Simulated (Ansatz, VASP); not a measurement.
P in VASP and in Ansatz

File INCAR:

```
  ALGO = Normal
  EDIFF = 1E-6
  ENCUT = 520
  GGA = PS
  ISIF = 2
  ISMEAR = 0
  LASPH = T
  LCHARG = T
  LELF = T
  LREAL = F
  LVHAR = T
  LWAVE = F
  NBANDS = 18
  NELM = 100
  PREC = Accurate
  SIGMA = 0.05
```

File KPOINTS:

```
k-points
0
Gamma
  8 1 6
```

POSCAR

```
P
1.0
    3.2843671017      0.0000000000      0.0000000000
    0.0000000000     34.8747470704      0.0000000000
    0.0000000000      0.0000000000      4.3038027765
P
4
Direct
    0.0000000000      0.9696876236      0.5826201292
    0.0000000000      0.0303123764      0.4173798708
    0.5000000000      0.0303123764      0.0826201292
    0.5000000000      0.9696876236      0.9173798708
```

Input for Ansatz:

```yaml
crystal:
  lattice:
    - [3.2843671017, 0.0, 0.0]
    - [0.0, 34.8747470704, 0.0]
    - [0.0, 0.0, 4.3038027765]
  atoms:
    - { symbol: P, position: [0.0, 0.9696876236, 0.5826201292] }
    - { symbol: P, position: [0.0, 0.0303123764, 0.4173798708] }
    - { symbol: P, position: [0.5, 0.0303123764, 0.0826201292] }
    - { symbol: P, position: [0.5, 0.9696876236, 0.9173798708] }
basis:
  ecutwfc: 420
kpoints:
  mp_grid: { grid: [8, 1, 6] }
hamiltonian:
  xc: pbesol
scf:
  occupations: { method: gaussian, width: 0.05 }
output:
  forces: true
  stress: true
  eigenvalues: true
  write_density: true
  write_potential: true
  elf: true
  volumetric_format: npy
```

Change from the starting cell: strain -0.0300 x Voigt [0, 0, 1, 0, 0, 0], atoms carried along.

Alike in both runs: task single point; functional PBEsol; k mesh 8 × 1 × 6; occupations gaussian, width 0.05 eV; no spin polarisation.

```csv
,VASP,Ansatz
version,VASP 6.6.1,Ansatz 0.2.0
potentials or method,"VASP PAW PBE potentials, release 64 (P), cutoff 520 eV","scalar-relativistic, plane waves, PAW"
valence electrons in the cell,20,20
```

|  | VASP | Ansatz | Ansatz less VASP |
| --- | --- | --- | --- |
| gap on the k mesh at the Fermi level (eV) | 0.50 | 0.49 | -0.011 |
| least direct gap on the mesh (eV) | 0.50 | 0.49 | -0.011 |
| rms of the force components (eV/Å) | 0.258 | 0.268 | +0.0099 |

VASP's potentials were made for PBE, not for PBEsol. Atom by atom the forces differ by 0.013 eV/Å (rms over components).
